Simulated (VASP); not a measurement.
# C (P6_3/mmc) in VASP: a series of runs, part 2 of 2

VASP 6.6.1. The steps go on from the part before.

**3. G0W0 quasiparticle levels, LDA**

The input, POSCAR:

```
C
1.0
    2.5031953733      0.0000000000      0.0000000000
   -1.2515976866      2.1678307839      0.0000000000
    0.0000000000      0.0000000000      4.1688692751
C
4
Direct
    0.3333333333      0.6666666667      0.0002313174
    0.6666666667      0.3333333333      0.5002313174
    0.3333333333      0.6666666667      0.3747686826
    0.6666666667      0.3333333333      0.8747686826
```

The input, INCAR.step1:

```
SYSTEM = C
PREC = Accurate
ENCUT = 500
EDIFF = 1E-8
ISMEAR = 0
SIGMA = 0.01
LREAL = .False.
LASPH = .True.
NELM = 80
ALGO = Normal
LWAVE = .True.
LCHARG = .False.
```

The input, INCAR.step2:

```
SYSTEM = C
PREC = Accurate
ENCUT = 500
EDIFF = 1E-8
ISMEAR = 0
SIGMA = 0.01
LREAL = .False.
LASPH = .True.
NELM = 1
ALGO = Exact
LWAVE = .True.
LCHARG = .False.
NBANDS = 93
LOPTICS = .True.
ISTART = 1
```

The input, INCAR.step3:

```
SYSTEM = C
PREC = Accurate
ENCUT = 500
EDIFF = 1E-8
ISMEAR = 0
SIGMA = 0.01
LREAL = .False.
LASPH = .True.
ALGO = EVGW0
LWAVE = .False.
LCHARG = .False.
NELMGW = 1
NBANDS = 93
ENCUTGW = 140.0
NOMEGA = 96
PRECFOCK = Fast
ISTART = 1
NBANDSGW = 16
OMEGAMAX = 20
```

The input, KPOINTS:

```
Automatic mesh
0
Gamma
  6 6 4
  0 0 0
```

Potentials or basis: VASP PAW LDA potentials, release 64 (C_GW).

On the command line:

```bash
> cat potpaw_LDA.64/C_GW/POTCAR > POTCAR
> cp INCAR.step1 INCAR
> mpirun -np 1 vasp_std > vasp.out
> cp INCAR.step2 INCAR
> mpirun -np 1 vasp_std > vasp.out
> cp INCAR.step3 INCAR
> mpirun -np 1 vasp_std > vasp.out
```

OUTCAR:

```text
SYSTEM = C
   PREC = Accurate
   ENCUT = 500
   EDIFF = 1E-8
   ISMEAR = 0
   LREAL = .False.
   LASPH = .True.
   NELMGW = 1
   ENCUTGW = 140.0
   PRECFOCK = Fast
   ISTART = 1

 ion  position               nearest neighbor table
   1  0.333  0.667  0.000-   4 1.54   4 1.54   4 1.54   3 1.56
   2  0.667  0.333  0.500-   3 1.54   3 1.54   3 1.54   4 1.56
   3  0.333  0.667  0.375-   2 1.54   2 1.54   2 1.54   1 1.56
   4  0.667  0.333  0.875-   1 1.54   1 1.54   1 1.54   2 1.56

  LATTYP: Found a hexagonal cell.
 ALAT       =     2.5031953733
 C/A-ratio  =     1.6654190558

  Lattice vectors:

 A1 = (   2.5031953733,   0.0000000000,   0.0000000000)
 A2 = (  -1.2515976866,   2.1678307839,   0.0000000000)
 A3 = (   0.0000000000,   0.0000000000,   4.1688692751)

Analysis of symmetry for initial positions (statically):
=====================================================================
 Subroutine PRICEL returns:
 Original cell was already a primitive cell.

 Routine SETGRP: Setting up the symmetry group for a
[... 148 lines left out ...]
   LHFCALC =     T    Hartree Fock is set to
   PRECFOCK=fast      Normal, Fast or Accurate (Low or Medium for compatibility)
   ENCUT4O =  -1.0   cutoff for four orbital integrals eV
   NKREDX  =     1    reduce k-point grid by
   NKREDY  =     1    reduce k-point grid by
   NKREDZ  =     1    reduce k-point grid by
   AEXX    =    1.0000 exact exchange contribution
   HFSCREEN=    0.0000 screening length (either q_TF or 0.3 A-1)
   HFSCREENC=   0.0000 screening length for correlation (either q_TF or 0.3 A-1)
   ENCUTFOCK=  -1.0 apply spherical cutoff to Coloumb kernel
   IVDW    =     0    specifies the selected vdW correction
   LEPSILON=     F    determine dielectric tensor
   LRPA    =     F    only Hartree local field effects (RPA)
   LRPAFORCE           =     F    calculate RPA forces
   ENCUTGW             = 140.0    cutoff for response function in eV
   ENCUTGWSOFT         = 112.0    soft cutoff for Coulomb kernel in GW response function in eV
   ENCUTLF             =  -1.0    cutoff for local field effects
   NELMGW              =     1    number of iterations in solving QP/BSE equation
   NELMHF              =     1    number of iterations in the inner HF iteration
   NKREDLFX            =     1    NKREDLFY  =   1   NKREDLFZ  =   1
 non-spin polarized calculation
 Gauss-broadening in eV      SIGMA  =   0.01
  energy-cutoff  :      500.00
  volume of cell :       22.62
 maximum number of plane-waves:       592
  NGX = 12; NGY = 12; NGZ = 20
   NGX =  9   NGY =  9   NGZ = 15
 maximum number of plane-waves:        99
 NGX is ok and might be reduce to    10

 QP shifts <psi_nk| G(iteration)W_0 |psi_nk>: iteration 1
 for sc-GW calculations column KS-energies equals QP-energies in previous step
 and V_xc(KS)=  KS-energies - (<T + V_ion + V_H > + <T+V_H+V_ion>^1  + <V_x>^1)

 k-point   1 :       0.0000    0.0000    0.0000
  band No.  KS-energies  QP-energies   sigma(KS)   V_xc(KS)     V^pw_x(r,r')   Z            occupation Imag(sigma)

      1     -11.5715     -12.9813     -16.6651     -14.7970     -25.3639       0.7547       2.0000       1.2971
      2      -5.9307      -7.2074     -17.3156     -15.6106     -24.6156       0.7488       2.0000       0.5885
      3      -3.6160      -4.5631     -15.9473     -14.6727     -21.8420       0.7431       2.0000       0.2876
      4       7.0165       6.5021     -17.2441     -16.6151     -19.8655       0.8178       2.0000       0.0291
      5       7.0165       6.5021     -17.2441     -16.6151     -19.8655       0.8178       2.0000       0.0291
      6       9.6081       9.3392     -17.1974     -16.8727     -18.8984       0.8284       2.0000       0.0200
[... 395 lines left out ...]
      2      -3.2910      -4.5235     -17.5166     -15.8649     -23.9523       0.7462       2.0000       0.3227
      3      -2.3152      -3.4021     -16.9514     -15.5050     -22.7062       0.7514       2.0000       0.2097
      4      -2.3152      -3.4021     -16.9514     -15.5050     -22.7062       0.7514       2.0000       0.2097
      5       0.4917      -0.3573     -15.9442     -14.8541     -20.1767       0.7789       2.0000       0.0785
      6       0.4917      -0.3573     -15.9442     -14.8541     -20.1767       0.7789       2.0000       0.0785
[... 8 lines left out ...]
     15      25.4267      27.1130     -14.7976     -17.0179      -7.0316       0.7595       0.0000      -0.1772
     16      25.4267      27.1130     -14.7976     -17.0179      -7.0316       0.7595       0.0000      -0.1772
```

OUTCAR.step2:

```text
SYSTEM = C
   PREC = Accurate
   ENCUT = 500
   EDIFF = 1E-8
   ISMEAR = 0
   LREAL = .False.
[... 1042 lines left out ...]
     0.00000     6.02976     6.02976     6.12852     0.00000     0.00000     0.00000
     1.77953     6.17189     6.17189     6.29296     0.00000     0.00000     0.00000
     3.55906     6.68060     6.68060     6.92087     0.00000     0.00000     0.00000
     5.33859     7.73727     7.73727     8.54435     0.00000     0.00000     0.00000
     7.11811    10.68260    10.68260    12.33302     0.00000     0.00000     0.00000
     8.89764    16.47732    16.47732    11.60311     0.00000    -0.00000    -0.00000
[... 92 lines left out ...]
   174.39381     0.96686     0.96686     0.96720    -0.00000    -0.00000    -0.00000
   176.17334     0.96757     0.96757     0.96790    -0.00000    -0.00000    -0.00000
```

Run time: 5.8 min. Hardware: 1 thread of Intel Xeon Platinum 8259CL at 2.50GHz (Skylake/Cascade Lake), shared host; peak memory 0.35 GiB.

Results:

```
Quasiparticle gap                                   : 4.30 eV
Least direct quasiparticle gap                      : 6.56 eV
Band gap of the starting levels on the mesh         : 3.11 eV
Least direct gap of the starting levels on the mesh : 4.94 eV
```

Caveat: the k points lie up to 0.48 Å⁻¹ apart; bands, screening cutoff and mesh are small and nothing is extrapolated, so the quasiparticle values aren't converged.
